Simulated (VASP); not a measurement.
# RhN (CsCl type) (Pm-3m) in VASP: further runs, part 2 of 2

VASP 6.6.1. The steps go on from the part before.

## Step 3: Single point, LDA (volume scaled by 0.76)

INCAR

```
SYSTEM = RhN
PREC     = Accurate       ! precision mode
ENCUT    = 520            ! plane-wave cutoff, eV
EDIFF    = 1E-6           ! SCF threshold, eV
ISMEAR   = -1             ! smearing method
SIGMA    = 0.1            ! smearing width, eV
LREAL    = .FALSE.        ! projectors in reciprocal space
LASPH    = .TRUE.         ! aspherical terms in the spheres
NELM     = 80             ! most SCF steps
ALGO     = Normal         ! electronic algorithm
ISIF     = 2              ! what is computed and relaxed
LWAVE    = .FALSE.        ! write WAVECAR
LCHARG   = .FALSE.        ! write CHGCAR
GGA      = CA             ! functional
NBANDS   = 17             ! bands
```

KPOINTS

```
regular mesh
0
G
  15 15 15
  0 0 0
```

POSCAR

```
RhN
1.0
    2.4225452254      0.0000000000      0.0000000000
    0.0000000000      2.4225452254      0.0000000000
    0.0000000000      0.0000000000      2.4225452254
Rh N
1 1
Direct
    0.0000000000      0.0000000000      0.0000000000
    0.5000000000      0.5000000000      0.5000000000
```

Potentials or basis: VASP PAW LDA potentials, release 64 (Rh_pv, N).

The run is started by

```
> cat potpaw_LDA.64/Rh_pv/POTCAR potpaw_LDA.64/N/POTCAR > POTCAR
> mpirun -np 1 vasp_std > vasp.out
```

Run time: 8.8 s. Hardware: 1 thread of Intel Xeon 6975P-C (Granite Rapids), shared host; peak memory 0.13 GiB.

Results (log left out):

* Free energy: -13.6182 eV
* Pressure: 171.4 GPa
* Band gap on the k mesh: zero (band 10 reaches 21.71 eV, above the bottom of band 11 at 16.60 eV)

Levels at points of the mesh, in eV from the Fermi level:
```tsv
k point	band 8	band 9	band 10	band 11	band 12	band 13
(0.00, 0.00, 0.00)	-3.11	-3.11	-1.50	-1.50	-1.50	7.64
```

## Step 4: Single point, LDA (volume scaled by 0.84)

INCAR

```
ALGO     = Normal         # electronic algorithm
EDIFF    = 1E-7           # SCF threshold, eV
ENCUT    = 520            # plane-wave cutoff, eV
GGA      = CA             # functional
ISIF     = 2              # what is computed and relaxed
ISMEAR   = -1             # smearing method
LASPH    = True           # aspherical terms in the spheres
LCHARG   = True           # write CHGCAR
LELF     = True           # ELF
LREAL    = False          # projectors in reciprocal space
LVHAR    = True         
LWAVE    = False          # write WAVECAR
NBANDS   = 17             # bands
NELM     = 60             # most SCF steps
PREC     = Accurate       # precision mode
SIGMA    = 0.1            # smearing width, eV
```

KPOINTS

```
k-points
0
Gamma
  15 15 15
```

POSCAR

```
RhN
1.0
    2.5047273501      0.0000000000      0.0000000000
    0.0000000000      2.5047273501      0.0000000000
    0.0000000000      0.0000000000      2.5047273501
Rh N
1 1
Direct
    0.0000000000      0.0000000000      0.0000000000
    0.5000000000      0.5000000000      0.5000000000
```

Potentials or basis: VASP PAW LDA potentials, release 64 (Rh_pv, N).

The run is started by

```
> cat potpaw_LDA.64/Rh_pv/POTCAR potpaw_LDA.64/N/POTCAR > POTCAR
> mpirun -np 1 vasp_std > vasp.out
```

OUTCAR:

```text
EDIFF = 1E-7
   ENCUT = 520
   GGA = CA
   ISIF = 2
   ISMEAR = -1
   LASPH = True
   LREAL = False
   NELM = 60
   PREC = Accurate

 ion  position               nearest neighbor table
   1  0.000  0.000  0.000-   2 2.17   2 2.17   2 2.17   2 2.17   2 2.17   2 2.17   2 2.17   2 2.17

   2  0.500  0.500  0.500-   1 2.17   1 2.17   1 2.17   1 2.17   1 2.17   1 2.17   1 2.17   1 2.17

  LATTYP: Found a simple cubic cell.
 ALAT       =     2.5047273501

  Lattice vectors:

 A1 = (   2.5047273501,   0.0000000000,   0.0000000000)
[... 191 lines left out ...]
      6       7.9925      2.00000
[... 457 lines left out ...]
      4      -1.5538      2.00000
      5       6.3971      2.00000
      6       8.6751      2.00000
[... 9 lines left out ...]
     16      34.3655      0.00000
     17      35.1964      0.00000

 [... further k-points ...]
[... 5 lines left out ...]
  --------------------------------------------------------------------------------------
  -------------------------------------------------------------------------------------
  Total        8.5111384      8.5111384      8.5111384      0.0000000     -0.0000000      0.0000000
  in kB      867.7944337    867.7944337    867.7944337      0.0000000     -0.0000000      0.0000000
  external PRESSURE =     867.7944337 kB  Pullay stress =       0.0000000 kB

 VOLUME and BASIS-vectors are now :
 -----------------------------------------------------------------------------
  energy-cutoff  :      520.00
  volume of cell :       15.71
      direct lattice vectors                 reciprocal lattice vectors
     2.504727350  0.000000000  0.000000000     0.399245052  0.000000000  0.000000000
     0.000000000  2.504727350  0.000000000     0.000000000  0.399245052  0.000000000
     0.000000000  0.000000000  2.504727350     0.000000000  0.000000000  0.399245052

 POSITION                                       TOTAL-FORCE (eV/Angst)
 -----------------------------------------------------------------------------------
      0.00000      0.00000      0.00000         0.000000      0.000000      0.000000
      1.25236      1.25236      1.25236         0.000000      0.000000      0.000000
 -----------------------------------------------------------------------------------
    total drift:                                0.000000      0.000000      0.000000

  FREE ENERGIE OF THE ION-ELECTRON SYSTEM (eV)
  ---------------------------------------------------
  free  energy   TOTEN  =       -14.7949832105 eV

  energy  without entropy=      -14.7445331432  energy(sigma->0) =      -14.76975818
```

It took 11 s on 1 thread of Intel Xeon 6975P-C (Granite Rapids), shared host; peak memory 0.14 GiB.

Results:

| Quantity | Value |
| --- | --- |
| Free energy | -14.7950 eV |
| Pressure | 86.8 GPa |
| Band gap on the k mesh | zero (band 10 reaches 18.92 eV, above the bottom of band 11 at 14.40 eV) |

Levels at points of the mesh, in eV from the Fermi level:
```tsv
k point	band 6	band 7	band 8	band 9	band 10	band 11	band 12	band 13	band 14	band 15
(0.00, 0.00, 0.00)	-7.70	-2.61	-2.61	-2.61	-1.30	-1.30	-1.30	6.24	18.36	18.36
```

## Step 5: Single point, LDA (volume scaled by 0.84)

INCAR

```
SYSTEM = RhN
PREC = Accurate
ENCUT = 520
EDIFF = 1E-6
ISMEAR = -1
SIGMA = 0.1
LREAL = .FALSE.
LASPH = .TRUE.
NELM = 60
ALGO = Normal
ISIF = 2
LWAVE = .FALSE.
LCHARG = .FALSE.
NBANDS = 17
```

KPOINTS

```
regular mesh
0
G
  15 15 15
  0 0 0
```

POSCAR is that of step 4.

The run is started by

```
> cat potpaw_LDA.64/Rh_pv/POTCAR potpaw_LDA.64/N/POTCAR > POTCAR
> mpirun -np 1 vasp_std > vasp.out
```

Wall time 10 s (1 thread of Intel Xeon 6975P-C (Granite Rapids), shared host); peak memory 0.13 GiB.

The run converged. Its results:

| Property | Result |
| --- | --- |
| Free energy | -14.7950 eV |
| Pressure | 86.8 GPa |
| Band gap on the k mesh | zero (band 10 reaches 18.92 eV, above the bottom of band 11 at 14.40 eV) |

Levels at points of the mesh, in eV from the Fermi level:
```csv
k point,band 8,band 9,band 10,band 11,band 12,band 13
"(0.00, 0.00, 0.00)",-2.61,-2.61,-1.30,-1.30,-1.30,6.24
```

## Step 6: Single point, LDA (volume scaled by 0.92)

INCAR

```
PREC     = Accurate       # precision mode
ENCUT    = 520            # plane-wave cutoff, eV
EDIFF    = 1E-6           # SCF threshold, eV
ISMEAR   = -1             # smearing method
SIGMA    = 0.1            # smearing width, eV
LREAL    = F              # projectors in reciprocal space
LASPH    = T              # aspherical terms in the spheres
NELM     = 100            # most SCF steps
ALGO     = Normal         # electronic algorithm
ISIF     = 2              # what is computed and relaxed
LWAVE    = F              # write WAVECAR
LCHARG   = F              # write CHGCAR
NBANDS   = 17             # bands
```

KPOINTS

```
regular mesh
0
Gamma
  15 15 15
```

POSCAR

```
RhN
1.0
    2.5818438454      0.0000000000      0.0000000000
    0.0000000000      2.5818438454      0.0000000000
    0.0000000000      0.0000000000      2.5818438454
Rh N
1 1
Direct
    0.0000000000      0.0000000000      0.0000000000
    0.5000000000      0.5000000000      0.5000000000
```

Potentials or basis: VASP PAW LDA potentials, release 64 (Rh_pv, N).

The run is started by

```
> cat potpaw_LDA.64/Rh_pv/POTCAR potpaw_LDA.64/N/POTCAR > POTCAR
> mpirun -np 1 vasp_std > vasp.out
```

It took 11 s on 1 thread of Intel Xeon 6975P-C (Granite Rapids), shared host; peak memory 0.14 GiB.

Results (log left out):

* Free energy: -15.3424 eV
* Pressure: 34.0 GPa
* Band gap on the k mesh: zero (band 10 reaches 16.60 eV, above the bottom of band 11 at 12.56 eV)

Levels at points of the mesh, in eV from the Fermi level:
```tsv
k point	band 8	band 9	band 10	band 11	band 12	band 13
(0.00, 0.00, 0.00)	-2.20	-2.20	-1.13	-1.13	-1.13	5.14
```

## Step 7: Overview

| cell | gap on the mesh (eV) | pressure (GPa) |
| --- | --- | --- |
| a = 2.334 Å, 2 atoms | none | 309.8 |
| a = 2.423 Å, 2 atoms | none | 171.4 |
| a = 2.505 Å, 2 atoms | none | 86.8 |
| a = 2.582 Å, 2 atoms | none | 34.0 |

Alike in all rows: task single point; level LDA; potentials or basis VASP PAW LDA potentials, release 64 (Rh_pv, N); no spin polarisation; k mesh 15 × 15 × 15; cutoff (eV) 520; smearing fermi-dirac 0.1 eV.

Total energies depend on the potentials used, so only differences within one code and one set of settings carry meaning.
